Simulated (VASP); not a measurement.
# GaSb (I-4m2) in VASP: notebook

The runs below take GaSb through single point, with PBE.

Everything below comes from runs of VASP 6.6.1. Logs are shortened: lines on timing, memory, paths and dates and some standing lists are left out, and cuts for length are marked.

## (1) The cell of the first run

Symmetry: I-4m2, No. 119, tetragonal system. Conventional cell: a = 5.919 Å, b = 5.919 Å, c = 3.415 Å, α = 90.00°, β = 90.00°, γ = 90.00°. Ga (site symmetry -4m2) has 8 Sb at 3.08 to 3.91 Å and 2 Ga at 3.42 Å within 4.1 Å. Within 4.1 Å of Sb (site symmetry -4m2) lie 8 Ga at 3.08 to 3.91 Å and 2 Sb at 3.42 Å.

## (2) Single point, PBE

Contents of INCAR:

```
SYSTEM = GaSb
PREC = Accurate
ENCUT = 520
EDIFF = 1E-6
ISMEAR = 0
SIGMA = 0.15
LREAL = .FALSE.
LASPH = .TRUE.
NELM = 60
ALGO = Normal
ISIF = 2
LWAVE = .FALSE.
LCHARG = .TRUE.
GGA = PE
LELF = .TRUE.
LVHAR = .TRUE.
NBANDS = 16
```

Contents of KPOINTS:

```
Automatic mesh
0
G
  16 16 16
  0 0 0
```

Contents of POSCAR:

```
GaSb
1.0
   -2.9595500000      2.9595500000      1.7076500000
    2.9595500000     -2.9595500000      1.7076500000
    2.9595500000      2.9595500000     -1.7076500000
Ga Sb
1 1
Direct
    0.2500000000      0.7500000000      0.5000000000
    0.0000000000      0.0000000000      0.0000000000
```

Potentials or basis: VASP PAW PBE potentials, release 64 (Ga_d, Sb).

On the command line:

```
> cat potpaw_PBE.64/Ga_d/POTCAR potpaw_PBE.64/Sb/POTCAR > POTCAR
> mpirun -np 1 vasp_std > vasp.out
```

OUTCAR:

```text
SYSTEM = GaSb
   PREC = Accurate
   ENCUT = 520
   EDIFF = 1E-6
   ISMEAR = 0
   LREAL = .FALSE.
   LASPH = .TRUE.
   NELM = 60
   ISIF = 2
   GGA = PE

 ion  position               nearest neighbor table
   1  0.250  0.750  0.500-   2 3.08   2 3.08   2 3.08   2 3.08
   2  0.000  0.000  0.000-   1 3.08   1 3.08   1 3.08   1 3.08

  LATTYP: Found a body centered tetragonal cell.
 ALAT       =     5.9191000000
 C/A-ratio  =     0.5769965028

  Lattice vectors:

 A1 = (  -2.9595500000,   2.9595500000,   1.7076500000)
 A2 = (   2.9595500000,  -2.9595500000,   1.7076500000)
 A3 = (   2.9595500000,   2.9595500000,  -1.7076500000)

Analysis of symmetry for initial positions (statically):
=====================================================================
 Subroutine PRICEL returns:
 Original cell was already a primitive cell.

 Routine SETGRP: Setting up the symmetry group for a
 body centered tetragonal supercell.

 Subroutine GETGRP returns: Found  8 space group operations
 (whereof  8 operations were pure point group operations)
 out of a pool of 16 trial point group operations.

The static configuration has the point symmetry D_2d.

Analysis of symmetry for dynamics (positions and initial velocities):
=====================================================================
 Subroutine PRICEL returns:
 Original cell was already a primitive cell.

 Routine SETGRP: Setting up the symmetry group for a
 body centered tetragonal supercell.

 Subroutine GETGRP returns: Found  8 space group operations
 (whereof  8 operations were pure point group operations)
 out of a pool of 16 trial point group operations.

The dynamic configuration has the point symmetry D_2d.

 Subroutine INISYM returns: Found  8 space group operations
 (whereof  8 operations are pure point group operations),
 and found     1 'primitive' translations

----------------------------------------------------------------------------------------

                                     Primitive cell

  volume of cell :      59.8288

  direct lattice vectors                    reciprocal lattice vectors
    -2.959550000  2.959550000  1.707650000     0.000000000  0.168944603  0.292800047
     2.959550000 -2.959550000  1.707650000     0.168944603  0.000000000  0.292800047
     2.959550000  2.959550000 -1.707650000     0.168944603  0.168944603  0.000000000

  length of vectors
     4.520391679  4.520391679  4.520391679     0.338044592  0.338044592  0.238923749
[... 75 lines left out ...]
   ISPIN  =      1    spin polarized calculation?
   LNONCOLLINEAR =      F non collinear calculations
   LSORBIT =      F    spin-orbit coupling
   LASPH  =      T    aspherical Exc in radial PAW
   ENCUT  =  520.0 eV  38.22 Ry    6.18 a.u.   8.40  8.40  8.40*2*pi/ulx,y,z
   NELM   =     60;   NELMIN=  2; NELMDL= -5     # of ELM steps
   EDIFF  = 0.1E-05   stopping-criterion for ELM
   LREAL  =      F    real-space projection
   EDIFFG = 0.1E-04   stopping-criterion for IOM
   NSW    =      0    number of steps for IOM
   IBRION =     -1    ionic relax: 0-MD 1-quasi-New 2-CG
   NFREE  =      0    steps in history (QN), initial steepest desc. (CG)
   ISIF   =      2    stress and relaxation
   ISYM   =      2    0-nonsym 1-usesym 2-fastsym
   POTIM  = 0.5000    time-step for ionic-motion
   TEBEG  =    0.0;   TEEND  =   0.0 temperature during run
   PSTRESS=    0.0 pullay stress
   NELECT =      18.0000    total number of electrons
   NUPDOWN=      -1.0000    fix difference up-down
   EMIN   =  10.00;   EMAX   =-10.00  energy-range for DOS
   EFERMI =   0.00;   METHOD = LEGACY
   ISMEAR =     0;   SIGMA  =   0.15  broadening in eV -4-tet -1-fermi 0-gaus
   EFERMI_NEDOS =   21; number of points for ismear=-14 and -15
   IALGO  =     38    algorithm
   IMIX   =      4    mixing-type and parameters
     AMIX     =   0.40;   BMIX     =  1.00
     AMIX_MAG =   1.60;   BMIX_MAG =  1.00
  volume/ion in A,a.u.               =      29.91       201.87
  Fermi-wavevector in a.u.,A,eV,Ry     =   1.096972  2.072977 16.372542  1.203348
  Thomas-Fermi vector in A             =   2.233324
   LORBIT       =      0    0 simple, 1 ext, 2 COOP (PROOUT), +10 PAW based schemes
   GGA     = PE    functional components
   LHFCALC =     F    Hartree Fock is set to
   AEXX    =    0.0000 exact exchange contribution
   IVDW    =     0    specifies the selected vdW correction
   LEPSILON=     F    determine dielectric tensor
   LRPA    =     F    only Hartree local field effects (RPA)
 non-spin polarized calculation
 Gauss-broadening in eV      SIGMA  =   0.15
  energy-cutoff  :      520.00
  volume of cell :       59.83
 maximum number of plane-waves:      1631
 NGX is ok and might be reduce to    36
   NGX = 17   NGY = 17   NGZ = 17

 number of electron      17.9999995 magnetization

 Free energy of the ion-electron system (eV)
  ---------------------------------------------------
  ext. energy  EPLUGINS =         0.00000000
  ---------------------------------------------------
  free energy    TOTEN  =        -6.70815041 eV

  energy without entropy =       -6.69713290  energy(sigma->0) =       -6.70264166

 E-fermi :   4.3577     XC(G=0):  -9.2813

 val. band max:        4.3512949210   @ k =  -0.1875  -0.2500   0.0625
 cond. band min:       4.3753949011   @ k =   0.5000   0.5000   0.0000
 fundamental gap:      0.0240999801
 Fermi energy:         4.3577461271

 k-point     1 :       0.0000    0.0000    0.0000
  band No.  band energies     occupation
      1     -10.4248      2.00000
      2     -10.3581      2.00000
      3     -10.3581      2.00000
      4     -10.3506      2.00000
      5     -10.3450      2.00000
      6      -6.1633      2.00000
[... 433 lines left out ...]
      3     -10.3580      2.00000
      4     -10.3509      2.00000
      5     -10.3447      2.00000
      6      -6.1371      2.00000
[... 8 lines left out ...]
     15      13.1329      0.00000
     16      14.2214      0.00000

 [... further k-points ...]
[... 5 lines left out ...]
  --------------------------------------------------------------------------------------
  -------------------------------------------------------------------------------------
  Total       -2.5132438     -2.5132438     -2.3280257      0.0000000      0.0000000      0.0000000
  in kB      -67.3030867    -67.3030867    -62.3430623      0.0000000      0.0000000      0.0000000
  external PRESSURE =     -65.6497453 kB  Pullay stress =       0.0000000 kB

 VOLUME and BASIS-vectors are now :
 -----------------------------------------------------------------------------
  energy-cutoff  :      520.00
  volume of cell :       59.83
      direct lattice vectors                 reciprocal lattice vectors
    -2.959550000  2.959550000  1.707650000     0.000000000  0.168944603  0.292800047
     2.959550000 -2.959550000  1.707650000     0.168944603  0.000000000  0.292800047
     2.959550000  2.959550000 -1.707650000     0.168944603  0.168944603  0.000000000

 POSITION                                       TOTAL-FORCE (eV/Angst)
 -----------------------------------------------------------------------------------
      2.95955      0.00000      0.85382         0.000000      0.000000      0.000000
      0.00000      0.00000      0.00000        -0.000000     -0.000000     -0.000000
 -----------------------------------------------------------------------------------
    total drift:                                0.000000     -0.000000      0.000000

  FREE ENERGIE OF THE ION-ELECTRON SYSTEM (eV)
  ---------------------------------------------------
  free  energy   TOTEN  =        -6.7081504106 eV

  energy  without entropy=       -6.6971329025  energy(sigma->0) =       -6.70264166
```

It took 6.4 min on 1 thread of Intel Xeon 8259CL, shared host; peak memory 0.48 GiB.

Results:

| Property | Result |
| --- | --- |
| Free energy | -6.7082 eV |
| Pressure | -6.6 GPa |
| Band gap on the k mesh | zero (bands 9 and 10 overlap by 3.67 eV) |

Caveat: the cell stands under tension; spin-orbit coupling is left out, which moves the levels of the heavy elements.

(Part 1 of 2 ends here.)

The gap in the log of VASP goes by the Fermi energy; the results here count the filled bands.